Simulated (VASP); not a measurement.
# Ti12H (a cell with a defect) in VASP: a series of runs, part 2 of 2

VASP 6.6.1. Earlier steps stand in the parts before.

**3. Relaxation of the atoms, PBE+D3(BJ)**

The input, INCAR:

```
SYSTEM = Ti12H
  ALGO = Normal
  EDIFF = 1E-6
  EDIFFG = -0.03
  ENCUT = 520
  GGA = PE
  IBRION = 2
  ISIF = 2
  ISMEAR = -1
  IVDW = 12
  LASPH = .TRUE.
  LCHARG = .FALSE.
  LREAL = .FALSE.
  LWAVE = .FALSE.
  NELM = 100
  NSW = 80
  PREC = Accurate
  SIGMA = 0.05
```

The input, KPOINTS:

```
k-points
0
G
  3 2 4
  0 0 0
```

The input, POSCAR:

```
Ti12H
1.0
    5.9000000000      0.0000000000      0.0000000000
   -4.4250000000      7.6643250000      0.0000000000
    0.0000000000      0.0000000000      4.6846000000
Ti H
12 1
Direct
    0.0000000000      0.0000000000      0.0000000000
    0.1666667000      0.2222222000      0.5000000000
    0.0000000000      0.3333333000      0.0000000000
    0.1666667000      0.5555556000      0.5000000000
    0.0000000000      0.6666667000      0.0000000000
    0.1666667000      0.8888889000      0.5000000000
    0.5000000000      0.0000000000      0.0000000000
    0.6666667000      0.2222222000      0.5000000000
    0.5000000000      0.3333333000      0.0000000000
    0.6666667000      0.5555556000      0.5000000000
    0.5000000000      0.6666667000      0.0000000000
    0.6666667000      0.8888889000      0.5000000000
    0.4973348000      0.3333721000      0.6245945000
```

Potentials or basis: VASP PAW PBE potentials, release 64 (Ti_sv, H).

Run with:

```
$ cat potpaw_PBE.64/Ti_sv/POTCAR potpaw_PBE.64/H/POTCAR > POTCAR
$ mpirun -np 1 vasp_std > vasp.out
```

OUTCAR:

```text
SYSTEM = Ti12H
   EDIFF = 1E-6
   EDIFFG = -0.03
   ENCUT = 520
   GGA = PE
   IBRION = 2
   ISIF = 2
   ISMEAR = -1
   IVDW = 12
   LASPH = .TRUE.
   LREAL = .FALSE.
   NELM = 100
   NSW = 80
   PREC = Accurate
 IVDW          = 12

 ion  position               nearest neighbor table
   1  0.000  0.000  0.000-  12 2.90  12 2.90   2 2.90   2 2.90   6 2.90   6 2.90
   2  0.167  0.222  0.500-  13 1.79   9 2.90   9 2.90   1 2.90   1 2.90   3 2.90   3 2.90
   3  0.000  0.333  0.000-   8 2.90   8 2.90   2 2.90   2 2.90   4 2.90   4 2.90
   4  0.167  0.556  0.500-  11 2.90  11 2.90   5 2.90   5 2.90   3 2.90   3 2.90
   5  0.000  0.667  0.000-  10 2.90  10 2.90   6 2.90   6 2.90   4 2.90   4 2.90
   6  0.167  0.889  0.500-   7 2.90   7 2.90   5 2.90   5 2.90   1 2.90   1 2.90
   7  0.500  0.000  0.000-   6 2.90   6 2.90   8 2.90   8 2.90  12 2.90  12 2.90
   8  0.667  0.222  0.500-  13 1.81   3 2.90   3 2.90   7 2.90   7 2.90   9 2.90   9 2.90
   9  0.500  0.333  0.000-  13 1.76   2 2.90   2 2.90   8 2.90   8 2.90  10 2.90  10 2.90
[... 477 lines left out ...]
--------------------------------------- Ionic step       13  -------------------------------------------

 number of electron     144.9999998 magnetization

 Free energy of the ion-electron system (eV)
  ---------------------------------------------------
  ext. energy  EPLUGINS =         0.00000000
  ---------------------------------------------------
  free energy    TOTEN  =       -97.73897111 eV

  energy without entropy =      -97.56937426  energy(sigma->0) =      -97.65417269

 E-fermi :   8.2746     XC(G=0): -11.4692

 val. band max:        8.2356935103   @ k =  -0.3333   0.5000   0.2500
 cond. band min:       8.2746692240   @ k =   0.0000   0.5000   0.0000
 fundamental gap:      0.0389757137
 Fermi energy:         8.2746309928

 k-point     1 :       0.0000    0.0000    0.0000
  band No.  band energies     occupation
      1     -48.6506      2.00000
      2     -48.5880      2.00000
      3     -48.5662      2.00000
      4     -48.5486      2.00000
      5     -48.5284      2.00000
      6     -48.5210      2.00000
[... 1207 lines left out ...]
     83       8.7284      0.00023
     84       8.7409      0.00018
 [bands above 84 left out]

------------------------ aborting loop because EDIFF is reached ----------------------------------------

 Edisp (eV)   -7.28771

 E8    (eV) :    -3.4285
[... 36 lines left out ...]
  FREE ENERGIE OF THE ION-ELECTRON SYSTEM (eV)
  ---------------------------------------------------
  free  energy   TOTEN  =      -105.0266829013 eV

  energy  without entropy=     -104.8570860548  energy(sigma->0) =     -104.94188448

 reached required accuracy - stopping structural energy minimisation
```

OSZICAR:

```text
N       E                     dE             d eps       ncg     rms          rms(c)
DAV:   1     0.216877618770E+04    0.21688E+04   -0.70933E+04  2436   0.208E+03
DAV:   2     0.207670849195E+03   -0.19611E+04   -0.19254E+04  2436   0.664E+02
[... 163 lines left out ...]
DAV:   3    -0.977394049014E+02   -0.47842E-03   -0.12722E-02  3816   0.936E-01    0.164E-01
DAV:   4    -0.977391129528E+02    0.29195E-03   -0.23633E-03  3289   0.422E-01    0.972E-02
DAV:   5    -0.977390051689E+02    0.10778E-03   -0.92777E-04  3544   0.285E-01    0.672E-02
DAV:   6    -0.977389675103E+02    0.37659E-04   -0.56488E-04  3352   0.216E-01    0.276E-02
DAV:   7    -0.977389734095E+02   -0.58992E-05   -0.15712E-04  3832   0.960E-02    0.183E-02
DAV:   8    -0.977389714017E+02    0.20078E-05   -0.45611E-05  3832   0.575E-02    0.955E-03
DAV:   9    -0.977389711087E+02    0.29304E-06   -0.79588E-06  2984   0.255E-02
  13 F= -.10502668E+03 E0= -.10494188E+03  d E =-.493597E-03
```

CONTCAR:

```text
Ti12H
   1.00000000000000
     5.9000000000000004    0.0000000000000000    0.0000000000000000
    -4.4249999999999998    7.6643249999999998    0.0000000000000000
     0.0000000000000000    0.0000000000000000    4.6845999999999997
  Ti              H
    12     1
Direct
     0.9944488656962057    0.9965377496966352    0.0098902506958960
     0.1547824748315312    0.2168753379238618    0.4962060743190152
     0.9977899416087205    0.3314746009714112    0.0029044032127774
     0.1662483541792308    0.5555194382663051    0.4984461299595022
     0.0052193776246416    0.6704897757953582    0.9992406862485538
     0.1692936329571232    0.8902976162779700    0.5035404388679597
     0.5021699933497228    0.9997471758565459    0.0062043324938479
     0.6700355824074267    0.2176311109657664    0.4951530079710730
     0.4981827053926283    0.3319513161356306    0.0060883710343692
     0.6764110663228743    0.5661529911754556    0.4894193279474521
     0.4981913671252464    0.6674107078017788    0.0024708696179851
     0.6632743806897493    0.8869277694534343    0.5063156197402485
     0.5012872578148992    0.3356899096798315    0.6087149878913199

  0.00000000E+00  0.00000000E+00  0.00000000E+00
  0.00000000E+00  0.00000000E+00  0.00000000E+00
  0.00000000E+00  0.00000000E+00  0.00000000E+00
  0.00000000E+00  0.00000000E+00  0.00000000E+00
  0.00000000E+00  0.00000000E+00  0.00000000E+00
  0.00000000E+00  0.00000000E+00  0.00000000E+00
  0.00000000E+00  0.00000000E+00  0.00000000E+00
  0.00000000E+00  0.00000000E+00  0.00000000E+00
  0.00000000E+00  0.00000000E+00  0.00000000E+00
  0.00000000E+00  0.00000000E+00  0.00000000E+00
  0.00000000E+00  0.00000000E+00  0.00000000E+00
  0.00000000E+00  0.00000000E+00  0.00000000E+00
  0.00000000E+00  0.00000000E+00  0.00000000E+00
```

It took 55 min on 1 thread of Intel Xeon Platinum 8259CL at 2.50GHz (Skylake/Cascade Lake), shared host; peak memory 0.47 GiB.

What came out:

```
Free energy                  : -105.0267 eV
Energy gained by relaxing    : 8.2 meV/atom
Ionic steps                  : 13
Pressure after relaxing      : -5.8 GPa
Largest force after relaxing : 0.019 eV/Å
Dispersion energy per atom   : -0.561 eV
```

Forces on the atoms (eV/Å):
```
Ti   0.001 -0.005  0.013
Ti   0.000  0.006 -0.015
Ti   0.000 -0.006  0.002
Ti   0.007  0.007  0.008
Ti   0.004 -0.001  0.002
Ti   0.001 -0.003  0.008
Ti  -0.004 -0.013  0.007
Ti  -0.001 -0.001 -0.007
Ti  -0.002  0.005  0.013
Ti   0.001 -0.010 -0.016
Ti  -0.003  0.006 -0.007
Ti   0.000  0.006 -0.002
H   -0.004  0.009 -0.004
```

Stress tensor (GPa, compression positive):
```
-6.10  0.07 -0.01
 0.07 -6.14 -0.09
-0.01 -0.09 -5.19
```

The path:
```tsv
step	energy change (eV)	largest force (eV/Å)	pressure (GPa)
1	0.0000	1.0632	-5.49
2	-0.0822	0.2937	-5.73
3	-0.0899	0.2208	-5.79
4	-0.0961	0.1252	-5.80
5	-0.0992	0.1367	-5.80
6	-0.0992	0.1497	-5.80
7	-0.1016	0.1055	-5.80
8	-0.1034	0.0534	-5.80
9	-0.1034	0.0595	-5.79
10	-0.1050	0.0404	-5.80
11	-0.1059	0.0428	-5.81
12	-0.1060	0.0445	-5.81
13	-0.1064	0.0195	-5.81
```

Final structure:
```
Ti H
1.0
     5.90000    0.00000    0.00000
    -4.42500    7.66432    0.00000
     0.00000    0.00000    4.68460
Ti H
12 1
Direct
  0.99445 0.99654 0.00989
  0.15478 0.21688 0.49621
  0.99779 0.33147 0.00290
  0.16625 0.55552 0.49845
  0.00522 0.67049 0.99924
  0.16929 0.89030 0.50354
  0.50217 0.99975 0.00620
  0.67004 0.21763 0.49515
  0.49818 0.33195 0.00609
  0.67641 0.56615 0.48942
  0.49819 0.66741 0.00247
  0.66327 0.88693 0.50632
  0.50129 0.33569 0.60871
```

Caveat: the k points lie up to 0.41 Å⁻¹ apart.
